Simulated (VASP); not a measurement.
Input of a VASP 6.6.1 run:

Contents of INCAR:

```
SYSTEM = RbTl4Ag3
PREC = Accurate
ENCUT = 520
EDIFF = 1E-7
ISMEAR = -1
SIGMA = 0.0653
LREAL = .False.
LASPH = .True.
NELM = 80
ALGO = Normal
ISIF = 2
LWAVE = .False.
LCHARG = .False.
GGA = PE
NBANDS = 57
```

Contents of KPOINTS:

```
Automatic mesh
0
Gamma
  5 5 5
  0 0 0
```

The input POSCAR:

```
RbTl4Ag3
1.0
    4.9470110043      0.0000000000      0.0000000000
   -2.4735055022      4.2842372025      0.0000000000
   -2.4735055022      1.4280790675     12.4478752395
Rb Tl Ag
1 4 3
Direct
    0.5000000000      0.5000000000      0.5000000000
    0.0832246595      0.9167753405      0.2496739784
    0.9167753405      0.0832246595      0.7503260216
    0.3076923626      0.6923076374      0.9230770878
    0.6923076374      0.3076923626      0.0769229122
    0.2290229230      0.7709770770      0.6870687691
    0.7709770770      0.2290229230      0.3129312309
    0.0000000000      0.0000000000      0.0000000000
```

Potentials or basis: VASP PAW PBE potentials, release 64 (Rb_sv, Tl_d, Ag).

Launch:

```sh
$ cat potpaw_PBE.64/Rb_sv/POTCAR potpaw_PBE.64/Tl_d/POTCAR potpaw_PBE.64/Ag/POTCAR > POTCAR
$ mpirun -np 1 vasp_std > vasp.out
```

Question: Predict the band gap on the k mesh.

Answer: Zero (bands 47 and 48 overlap by 1.98 eV).

Question: Estimate the pressure.

Answer: 0.0 GPa.

Forces in eV/Å, atoms in the order of the input:
```
Rb   0.000  0.000  0.000
Tl   0.000  0.000 -0.001
Tl   0.000  0.000  0.001
Tl   0.000  0.000  0.001
Tl   0.000  0.000 -0.001
Ag   0.000  0.000 -0.002
Ag   0.000  0.000  0.002
Ag   0.000  0.000  0.000
```

Caveat: spin-orbit coupling is left out, which moves the levels of the heavy elements.
